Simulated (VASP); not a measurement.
Wanted: the native input for a VASP 6.6.1 run.

- Task: single point
- Functional: r2SCAN
- Potentials or basis: VASP PAW PBE potentials, release 64 (Rh_pv)
- Cutoff: 520 eV
- k mesh: 22 × 22 × 22
- Occupations: gaussian, width 0.15 eV
- Spin: no spin polarisation
- Dipole correction: no
- Further INCAR settings: ALGO = Normal; EDIFF = 1e-07; NBANDS = 14

Crystal: Rh.

```xyz
1
Lattice="0.0000 1.9491 1.9491 1.9491 0.0000 1.9491 1.9491 1.9491 0.0000" Properties=species:S:1:pos:R:3 pbc="T T T"
Rh    0.0000    0.0000    0.0000
```

This cell differs from its parent crystal: strain +0.025 along x and y, +0.025 along z.

One way to write it, as run:

POSCAR

```
Rh
1.0
    0.0000000000      1.9490887500      1.9490887500
    1.9490887500      0.0000000000      1.9490887500
    1.9490887500      1.9490887500      0.0000000000
Rh
1
Direct
    0.0000000000      0.0000000000      0.0000000000
```

INCAR.step1

```
  PREC = Accurate
  ENCUT = 520
  ISMEAR = 0
  SIGMA = 0.15
  LREAL = F
  LASPH = T
  NELM = 60
  NBANDS = 14
  GGA = PE
  ALGO = Normal
  EDIFF = 1E-4
  LWAVE = T
  LCHARG = F
```

INCAR.step2

```
  PREC = Accurate
  ENCUT = 520
  EDIFF = 1E-7
  ISMEAR = 0
  SIGMA = 0.15
  LREAL = F
  LASPH = T
  NELM = 60
  ALGO = Normal
  ISIF = 2
  LWAVE = F
  LCHARG = F
  METAGGA = R2SCAN
  LMIXTAU = T
  NBANDS = 14
  ISTART = 1
```

KPOINTS

```
Automatic mesh
0
Gamma
  22 22 22
```

Potentials or basis: VASP PAW PBE potentials, release 64 (Rh_pv).

The run is started by

```bash
$ cat potpaw_PBE.64/Rh_pv/POTCAR > POTCAR
$ cp INCAR.step1 INCAR
$ mpirun -np 1 vasp_std > vasp.out
$ cp INCAR.step2 INCAR
$ mpirun -np 1 vasp_std > vasp.out
```

Results of the run:

```yaml
Pressure: -16.8 GPa
```

Caveat: the cell differs from its parent crystal (strain +0.025 along x and y, +0.025 along z); the PAW data sets were made with another functional, which shifts forces and pressure a little.

It took 85 s on 1 thread of Intel(R) Xeon(R) 6975P-C (Granite Rapids), on a shared host, peak memory 0.19 GiB.
